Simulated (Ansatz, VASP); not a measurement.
Bi2Se3 in VASP and in Ansatz

```
CELL_PARAMETERS angstrom
4.12434 0.00000 0.00000
-2.06217 3.57179 0.00000
0.00000 0.00000 39.98244
ATOMIC_POSITIONS crystal
Se 0.00000 0.00000 0.41202
Se 0.66667 0.33333 0.50000
Se 0.33333 0.66667 0.58798
Bi 0.33333 0.66667 0.45153
Bi 0.00000 0.00000 0.54847
```

Alike in both runs: functional PBE; dispersion D3(BJ); k mesh 12 × 12 × 1; occupations gaussian, width 0.02 eV; no spin polarisation.

Ansatz relaxed the structure, and its values are those at the end. VASP's run is a single point on that final structure, the one shown.

|  | VASP | Ansatz |
| --- | --- | --- |
| version | VASP 6.6.1 | Ansatz 0.2.0 |
| potentials or method | VASP PAW PBE potentials, release 64 (Se, Bi_d), cutoff 520 eV | scalar-relativistic, plane waves, PAW |
| valence electrons in the cell | 48 | 78 |

```csv
,VASP,Ansatz,Ansatz less VASP
gap on the k mesh at the Fermi level (eV),0.94,0.94,+0.004
least direct gap on the mesh (eV),1.30,1.30,-0.002
rms of the force components (eV/Å),0.005,0.000,-0.0047
```

VASP's potentials hold 48 valence electrons a cell and Ansatz's 78, so a difference there can come from the potentials and not from the codes. Ansatz's warnings: xc potential rough in thin density.

Neither program's run includes spin-orbit coupling.
